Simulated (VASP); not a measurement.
# Mn3Si (Fm-3m) in VASP: settings compared

Aim: see how the results for Mn3Si move with the level of theory and the settings. Levels: BLYP+D3(BJ), PBEsol+D3(BJ). Tasks: relaxation of cell and atoms.

Program: VASP 6.6.1. These are calculated values, not measurements. Logs are shortened: lines on timing, memory, paths and dates and some standing lists are left out, and cuts for length are marked.

## Step 1: The cell of the first run

The structure is cubic, space group Fm-3m (No. 225). Conventional cell: a = 5.722 Å, b = 5.722 Å, c = 5.722 Å, α = 90.00°, β = 90.00°, γ = 90.00°. Mn (site symmetry m-3m) has 8 Mn at 2.48 Å and 6 Si at 2.86 Å within 3.3 Å. Mn (site symmetry -43m) has 10 Mn at 2.48 to 2.86 Å and 4 Si at 2.48 Å within 3.3 Å. Si (site symmetry m-3m) has 14 Mn at 2.48 to 2.86 Å within 3.3 Å.

## Step 2: Relaxation of cell and atoms, BLYP+D3(BJ), collinear spin, ferromagnetic start

File INCAR:

```
PREC     = Accurate       # precision mode
ENCUT    = 600            # plane-wave cutoff, eV
EDIFF    = 1E-6           # SCF threshold, eV
ISMEAR   = 1              # smearing method
SIGMA    = 0.02           # smearing width, eV
LREAL    = False          # projectors in reciprocal space
LASPH    = True           # aspherical terms in the spheres
NELM     = 150            # most SCF steps
ALGO     = Normal         # electronic algorithm
ISIF     = 3              # what is computed and relaxed
LWAVE    = False          # write WAVECAR
LCHARG   = False          # write CHGCAR
ISPIN    = 2              # spin polarisation
MAGMOM   = 2.8 2.8 2.8 0  # initial moments
LORBIT   = 11             # projections on sites
LMAXMIX  = 4              # l up to which the mixer works
GGA      = B5             # functional
ALDAX    = 1.0          
AGGAX    = 1.0          
AGGAC    = 1.0          
ALDAC    = 0.0          
IVDW     = 12             # dispersion correction
VDW_S6   = 1.0          
VDW_S8   = 2.6996       
VDW_A1   = 0.4298       
VDW_A2   = 4.2359       
IBRION   = 2              # ionic algorithm
NSW      = 80             # ionic steps
EDIFFG   = -0.01          # ionic threshold
```

File KPOINTS:

```
Automatic mesh
0
Gamma
  10 10 10
```

File POSCAR:

```
Mn3Si
1.0
    0.0000000000      2.8610000000      2.8610000000
    2.8610000000      0.0000000000      2.8610000000
    2.8610000000      2.8610000000      0.0000000000
Mn Si
3 1
Direct
    0.5000000000      0.5000000000      0.5000000000
    0.2500000000      0.2500000000      0.2500000000
    0.7500000000      0.7500000000      0.7500000000
    0.0000000000      0.0000000000      0.0000000000
```

Potentials or basis: VASP PAW PBE potentials, release 64 (Mn_pv, Si).

Run with:

```bash
$ cat potpaw_PBE.64/Mn_pv/POTCAR potpaw_PBE.64/Si/POTCAR > POTCAR
$ mpirun -np 1 vasp_std > vasp.out
```

OUTCAR:

```text
PREC = Accurate
   ENCUT = 600
   EDIFF = 1E-6
   ISMEAR = 1
   LREAL = False
   LASPH = True
   NELM = 150
   ISIF = 3
   ISPIN = 2
   LORBIT = 11
   GGA = B5
   IVDW = 12
   IBRION = 2
   NSW = 80
   EDIFFG = -0.01
 IVDW          = 12

 ion  position               nearest neighbor table
   1  0.500  0.500  0.500-   2 2.48   2 2.48   2 2.48   3 2.48   3 2.48   3 2.48   3 2.48   2 2.48
                             4 2.86   4 2.86   4 2.86   4 2.86   4 2.86   4 2.86
   2  0.250  0.250  0.250-   4 2.48   4 2.48   4 2.48   1 2.48   1 2.48   1 2.48   4 2.48   1 2.48
                             3 2.86   3 2.86   3 2.86   3 2.86   3 2.86   3 2.86
   3  0.750  0.750  0.750-   1 2.48   1 2.48   1 2.48   4 2.48   4 2.48   4 2.48   4 2.48   1 2.48
                             2 2.86   2 2.86   2 2.86   2 2.86   2 2.86   2 2.86
   4  0.000  0.000  0.000-   3 2.48   3 2.48   3 2.48   2 2.48   2 2.48   2 2.48   3 2.48   2 2.48
                             1 2.86   1 2.86   1 2.86   1 2.86   1 2.86   1 2.86

  LATTYP: Found a face centered cubic cell.
 ALAT       =     5.7220000000

  Lattice vectors:

 A1 = (   0.0000000000,   2.8610000000,   2.8610000000)
 A2 = (   2.8610000000,   0.0000000000,   2.8610000000)
 A3 = (   2.8610000000,   2.8610000000,   0.0000000000)

Analysis of symmetry for initial positions (statically):
=====================================================================
 Subroutine PRICEL returns:
 Original cell was already a primitive cell.

 Routine SETGRP: Setting up the symmetry group for a
 face centered cubic supercell.

 Subroutine GETGRP returns: Found 48 space group operations
 (whereof 48 operations were pure point group operations)
 out of a pool of 48 trial point group operations.

The static configuration has the point symmetry O_h .

Analysis of symmetry for dynamics (positions and initial velocities):
=====================================================================
 Subroutine PRICEL returns:
 Original cell was already a primitive cell.

 Routine SETGRP: Setting up the symmetry group for a
 face centered cubic supercell.

 Subroutine GETGRP returns: Found 48 space group operations
 (whereof 48 operations were pure point group operations)
 out of a pool of 48 trial point group operations.

The dynamic configuration has the point symmetry O_h .

Analysis of structural, dynamic, and magnetic symmetry:
=====================================================================
 Subroutine PRICEL returns:
 Original cell was already a primitive cell.

 Routine SETGRP: Setting up the symmetry group for a
 face centered cubic supercell.

 Subroutine GETGRP returns: Found 48 space group operations
 (whereof 48 operations were pure point group operations)
 out of a pool of 48 trial point group operations.

The overall configuration has the point symmetry O_h .

 Subroutine INISYM returns: Found 48 space group operations
 (whereof 48 operations are pure point group operations),
 and found     1 'primitive' translations

----------------------------------------------------------------------------------------

                                     Primitive cell

  volume of cell :      46.8364

  direct lattice vectors                    reciprocal lattice vectors
     0.000000000  2.861000000  2.861000000    -0.174764069  0.174764069  0.174764069
     2.861000000  0.000000000  2.861000000     0.174764069 -0.174764069  0.174764069
     2.861000000  2.861000000  0.000000000     0.174764069  0.174764069 -0.174764069

  length of vectors
     4.046065002  4.046065002  4.046065002     0.302700246  0.302700246  0.302700246

  position of ions in fractional coordinates (direct lattice)
     0.500000000  0.500000000  0.500000000
     0.250000000  0.250000000  0.250000000
     0.750000000  0.750000000  0.750000000
     0.000000000  0.000000000  0.000000000

  ion indices of the primitive-cell ions
   primitive index   ion index
                 1           1
                 2           2
                 3           3
                 4           4

----------------------------------------------------------------------------------------

 KPOINTS: Automatic mesh

Automatic generation of k-mesh.
 Grid dimensions read from file:
 generate k-points for:   10   10   10

 Generating k-lattice:

  Cartesian coordinates                     Fractional coordinates (reciprocal lattice)
    -0.017476407  0.017476407  0.017476407     0.100000000  0.000000000  0.000000000
     0.017476407 -0.017476407  0.017476407     0.000000000  0.100000000  0.000000000
     0.017476407  0.017476407 -0.017476407     0.000000000  0.000000000  0.100000000

  Length of vectors
     0.030270025  0.030270025  0.030270025

  Shift w.r.t. Gamma in fractional coordinates (k-lattice)
     0.000000000  0.000000000  0.000000000

 Subroutine IBZKPT returns following result:
 ===========================================

 Found     47 irreducible k-points:

 Following reciprocal coordinates:
            Coordinates               Weight
  0.000000  0.000000  0.000000      1.000000
  0.100000  0.000000  0.000000      8.000000
  0.200000  0.000000  0.000000      8.000000
  0.300000  0.000000  0.000000      8.000000
  0.400000  0.000000  0.000000      8.000000
  0.500000  0.000000  0.000000      4.000000
[... 16 lines left out ...]
  0.300000  0.300000  0.000000      6.000000
  0.400000  0.300000  0.000000     24.000000
 [... further k-points ...]
   k-points           NKPTS =     47   k-points in BZ     NKDIM =     47   number of bands    NBANDS=     29
   number of dos      NEDOS =    301   number of ions     NIONS =      4
   total plane-waves  NPLWV =  32768
   dimension x,y,z NGX =    32 NGY =   32 NGZ =   32
   dimension x,y,z NGXF=    64 NGYF=   64 NGZF=   64
   ions per type =               3   1
   NGX,Y,Z   is equivalent  to a cutoff of  13.15, 13.15, 13.15 a.u.
   NGXF,Y,Z  is equivalent  to a cutoff of  26.30, 26.30, 26.30 a.u.
 SYSTEM =  unknown system
   PREC   = accura    normal or accurate (medium, high low for compatibility)
   ISTART =      0    job   : 0-new  1-cont  2-samecut
   ICHARG =      2    charge: 1-file 2-atom 10-const
   ISPIN  =      2    spin polarized calculation?
   LNONCOLLINEAR =      F non collinear calculations
   LSORBIT =      F    spin-orbit coupling
   LASPH  =      T    aspherical Exc in radial PAW
   ENCUT  =  600.0 eV  44.10 Ry    6.64 a.u.   8.08  8.08  8.08*2*pi/ulx,y,z
   NELM   =    150;   NELMIN=  2; NELMDL= -5     # of ELM steps
   EDIFF  = 0.1E-05   stopping-criterion for ELM
   LREAL  =      F    real-space projection
   EDIFFG = -.1E-01   stopping-criterion for IOM
   NSW    =     80    number of steps for IOM
   IBRION =      2    ionic relax: 0-MD 1-quasi-New 2-CG
   NFREE  =      1    steps in history (QN), initial steepest desc. (CG)
   ISIF   =      3    stress and relaxation
   ISYM   =      2    0-nonsym 1-usesym 2-fastsym
   POTIM  = 0.5000    time-step for ionic-motion
   TEBEG  =    0.0;   TEEND  =   0.0 temperature during run
   PSTRESS=    0.0 pullay stress
   NELECT =      43.0000    total number of electrons
   NUPDOWN=      -1.0000    fix difference up-down
   EMIN   =  10.00;   EMAX   =-10.00  energy-range for DOS
   EFERMI =   0.00;   METHOD = LEGACY
   ISMEAR =     1;   SIGMA  =   0.02  broadening in eV -4-tet -1-fermi 0-gaus
   EFERMI_NEDOS =   21; number of points for ismear=-14 and -15
   IALGO  =     38    algorithm
   IMIX   =      4    mixing-type and parameters
     AMIX     =   0.40;   BMIX     =  1.00
     AMIX_MAG =   1.60;   BMIX_MAG =  1.00
  volume/ion in A,a.u.               =      11.71        79.02
  Fermi-wavevector in a.u.,A,eV,Ry     =   1.591121  3.006782 34.445395  2.531665
  Thomas-Fermi vector in A             =   2.689710
   LORBIT       =     11    0 simple, 1 ext, 2 COOP (PROOUT), +10 PAW based schemes
   GGA     = B5    functional components
   LHFCALC =     F    Hartree Fock is set to
   AEXX    =    0.0000 exact exchange contribution
   IVDW    =    12    specifies the selected vdW correction
   LEPSILON=     F    determine dielectric tensor
   LRPA    =     F    only Hartree local field effects (RPA)
 conjugate gradient relaxation of ions
 spin polarized calculation
 Methfessel and Paxton  Order N= 1 SIGMA  =   0.02
  energy-cutoff  :      600.00
  volume of cell :       46.84
 maximum number of plane-waves:      1588
   NGX = 17   NGY = 17   NGZ = 17

--------------------------------------- Ionic step        1  -------------------------------------------

 number of electron      42.9999997 magnetization       2.5137569

 Free energy of the ion-electron system (eV)
  ---------------------------------------------------
  ext. energy  EPLUGINS =         0.00000000
  ---------------------------------------------------
  free energy    TOTEN  =       -28.82153954 eV

  energy without entropy =      -28.82122118  energy(sigma->0) =      -28.82143342

------------------------ aborting loop EDIFF was not reached (unconverged)  ----------------------------

 Edisp (eV)   -3.56435

 E8    (eV) :    -2.6383

  FORCE on cell =-STRESS in cart. coord.  units (eV):
  Direction    XX          YY          ZZ          XY          YZ          ZX
  --------------------------------------------------------------------------------------
  -------------------------------------------------------------------------------------
  Total      -5.42712    -5.42712    -5.42712    -0.00000     0.00000     0.00000
  in kB    -185.65080  -185.65080  -185.65080    -0.00000     0.00000     0.00000
  external pressure =     -185.65 kB  Pullay stress =        0.00 kB
[... 149 lines left out ...]
  energy  without entropy=      -32.6379257811  energy(sigma->0) =      -32.63797682

--------------------------------------- Ionic step        5  -------------------------------------------

 number of electron      42.9999996 magnetization       1.0383388

 Free energy of the ion-electron system (eV)
  ---------------------------------------------------
  ext. energy  EPLUGINS =         0.00000000
  ---------------------------------------------------
  free energy    TOTEN  =       -28.80220248 eV

  energy without entropy =      -28.80209314  energy(sigma->0) =      -28.80216603

 E-fermi :  11.6088     XC(G=0): -12.9135

 val. band max:       11.6080241646   @ k =   0.1000   0.0000   0.0000
 cond. band min:      11.6124586002   @ k =  -0.3000   0.1000   0.0000
 fundamental gap:      0.0044344356
 Fermi energy:        11.6088294972

 spin component 1

 k-point     1 :       0.0000    0.0000    0.0000
  band No.  band energies     occupation
      1     -37.3649      1.00000
      2     -37.3649      1.00000
      3     -37.3649      1.00000
      4     -35.6508      1.00000
      5     -35.6508      1.00000
      6     -35.6508      1.00000
[... 757 lines left out ...]
     28      13.8215      0.00000
     29      17.3443      0.00000

 [... further k-points ...]

 spin component 2

 k-point     1 :       0.0000    0.0000    0.0000
  band No.  band energies     occupation
      1     -36.3096      1.00000
      2     -36.3096      1.00000
      3     -36.3096      1.00000
      4     -36.2320      1.00000
      5     -36.2320      1.00000
      6     -36.2320      1.00000
[... 794 lines left out ...]
  FREE ENERGIE OF THE ION-ELECTRON SYSTEM (eV)
  ---------------------------------------------------
  free  energy   TOTEN  =       -32.6380916433 eV

  energy  without entropy=      -32.6379823074  energy(sigma->0) =      -32.63805520

 reached required accuracy - stopping structural energy minimisation

 total charge

# of ion       s       p       d       tot
------------------------------------------
    1        0.392   6.383   5.187  11.962
    2        0.354   6.389   5.335  12.078
    3        0.354   6.389   5.335  12.078
    4        0.737   0.946   0.000   1.683
--------------------------------------------------
tot          1.838  20.108  15.856  37.802

 magnetization (x)

# of ion       s       p       d       tot
------------------------------------------
    1        0.020   0.020   2.260   2.300
    2       -0.006  -0.015  -0.642  -0.663
    3       -0.006  -0.015  -0.642  -0.663
    4        0.020   0.020   0.000   0.041
--------------------------------------------------
tot          0.028   0.011   0.976   1.015
```

It took 25 min on 1 thread of Intel Xeon Platinum 8488C (Sapphire Rapids), shared host; peak memory 0.3 GiB.

What came out:

```
Free energy                                           : -32.6381 eV
Relaxed volume                                        : 10.92 Å³/atom
Relaxed cell                                          : a = 3.953 Å, b = 3.953 Å, c = 3.953 Å, α = 60.00°, β = 60.00°, γ = 60.00°
Space group after relaxing (to 0.05 Å)                : Fm-3m (No. 225)
Energy gained by relaxing                             : 63.0 meV/atom
Ionic steps                                           : 5
Pressure after relaxing                               : -0.1 GPa
Band gap on the k mesh                                : zero (filled and empty bands overlap)
Net moment                                            : 1.04 μB per cell
Site moments                                          : Mn +2.30, -0.66; Si +0.04 μB
Valence electrons inside the program's atomic spheres : Mn 11.96, 12.08; Si 1.68
Dispersion energy per atom                            : -0.959 eV
```

Step by step:
| step | energy change (eV) | largest force (eV/Å) | pressure (GPa) | volume (Å³) |
| --- | --- | --- | --- | --- |
| 1 | 0.0000 | 0.0000 | -18.57 | 46.84 |
| 2 | 0.3361 | 0.0000 | 39.14 | 38.23 |
| 3 | -0.2501 | 0.0000 | 1.89 | 43.33 |
| 4 | -0.2521 | 0.0000 | 0.36 | 43.62 |
| 5 | -0.2522 | 0.0000 | -0.05 | 43.69 |

Final structure:
```cif
data_structure
_symmetry_space_group_name_H-M 'P 1'
_symmetry_Int_Tables_number 1
_cell_length_a 3.9535
_cell_length_b 3.9535
_cell_length_c 3.9535
_cell_angle_alpha 60.000
_cell_angle_beta 60.000
_cell_angle_gamma 60.000
_cell_volume 43.69
loop_
_atom_site_label
_atom_site_type_symbol
_atom_site_fract_x
_atom_site_fract_y
_atom_site_fract_z
_atom_site_occupancy
Mn1 Mn 0.50000 0.50000 0.50000 1
Mn2 Mn 0.25000 0.25000 0.25000 1
Mn3 Mn 0.75000 0.75000 0.75000 1
Si1 Si 0.00000 0.00000 0.00000 1
```

Caveat: the PAW data sets were made with another functional, which shifts forces and pressure a little; pairwise dispersion overbinds metals, which lowers pressure and volume.

## Step 3: Relaxation of cell and atoms, PBEsol+D3(BJ), collinear spin, ferromagnetic start

File INCAR:

```
  ALGO = Normal
  EDIFF = 1E-6
  EDIFFG = -0.01
  ENCUT = 600
  GGA = PS
  IBRION = 2
  ISIF = 3
  ISMEAR = 1
  ISPIN = 2
  IVDW = 12
  LASPH = T
  LCHARG = F
  LMAXMIX = 4
  LORBIT = 11
  LREAL = F
  LWAVE = F
  MAGMOM = 2.8 2.8 2.8 0
  NELM = 150
  NSW = 80
  PREC = Accurate
  SIGMA = 0.02
```

File KPOINTS:

```
k-points
0
Gamma
  10 10 10
```

POSCAR is that of step 2.

Potentials or basis: VASP PAW PBE potentials, release 64 (Mn_pv, Si).

Run with:

```bash
$ cat potpaw_PBE.64/Mn_pv/POTCAR potpaw_PBE.64/Si/POTCAR > POTCAR
$ mpirun -np 1 vasp_std > vasp.out
```

Wall time 24 min (1 thread of Intel Xeon 6975P-C, shared host); peak memory 0.31 GiB.

It converged, with:

```
Free energy                                           : -37.9432 eV
Relaxed volume                                        : 10.51 Å³/atom
Relaxed cell                                          : a = 3.903 Å, b = 3.903 Å, c = 3.903 Å, α = 60.00°, β = 60.00°, γ = 60.00°
Space group after relaxing (to 0.05 Å)                : Fm-3m (No. 225)
Energy gained by relaxing                             : 120.4 meV/atom
Ionic steps                                           : 4
Pressure after relaxing                               : -0.1 GPa
Net moment                                            : 1.15 μB per cell
Site moments                                          : Mn +2.12, -0.52; Si +0.03 μB
Valence electrons inside the program's atomic spheres : Mn 12.00, 12.12; Si 1.68
Dispersion energy per atom                            : -0.401 eV
```

Step by step:
```csv
step,energy change (eV),largest force (eV/Å),pressure (GPa),volume (Å³)
1,0.0000,0.0000,-22.19,46.84
2,0.1856,0.0000,46.82,36.68
3,-0.4785,0.0000,2.33,41.63
4,-0.4816,0.0000,-0.09,42.06
```

Final structure:
```cif
data_structure
_symmetry_space_group_name_H-M 'P 1'
_symmetry_Int_Tables_number 1
_cell_length_a 3.9035
_cell_length_b 3.9035
_cell_length_c 3.9035
_cell_angle_alpha 60.000
_cell_angle_beta 60.000
_cell_angle_gamma 60.000
_cell_volume 42.06
loop_
_atom_site_label
_atom_site_type_symbol
_atom_site_fract_x
_atom_site_fract_y
_atom_site_fract_z
_atom_site_occupancy
Mn1 Mn 0.50000 0.50000 0.50000 1
Mn2 Mn 0.25000 0.25000 0.25000 1
Mn3 Mn 0.75000 0.75000 0.75000 1
Si1 Si 0.00000 0.00000 0.00000 1
```

Levels at points of the mesh, in eV from the Fermi level:
Spin up:
```csv
k point,band 19,band 20,band 21,band 22,band 23,band 24,band 25,band 26
"(0.00, 0.00, 0.00)",0.08,0.08,0.71,0.71,0.71,1.42,1.42,4.64
"(0.50, 0.00, 0.00)",-0.69,-0.69,-0.65,-0.06,-0.06,0.68,0.68,1.00
"(0.50, 0.50, 0.00)",-1.97,-0.68,-0.26,-0.26,0.32,0.74,0.98,0.98
```
Spin down:
```csv
k point,band 17,band 18,band 19,band 20,band 21,band 22,band 23,band 24,band 25,band 26
"(0.00, 0.00, 0.00)",-1.66,-1.66,0.28,0.28,0.28,1.09,1.09,1.77,1.77,4.92
"(0.50, 0.00, 0.00)",-2.00,-2.00,-1.11,-1.11,-1.03,1.04,1.04,1.57,1.64,1.64
"(0.50, 0.50, 0.00)",-2.16,-2.16,-0.61,-0.61,0.10,0.15,0.96,1.03,1.47,1.47
```

Caveat: the PAW data sets were made with another functional, which shifts forces and pressure a little; the volume moved by -10 % from the deposited cell, more than functionals usually miss; pairwise dispersion overbinds metals, which lowers pressure and volume.
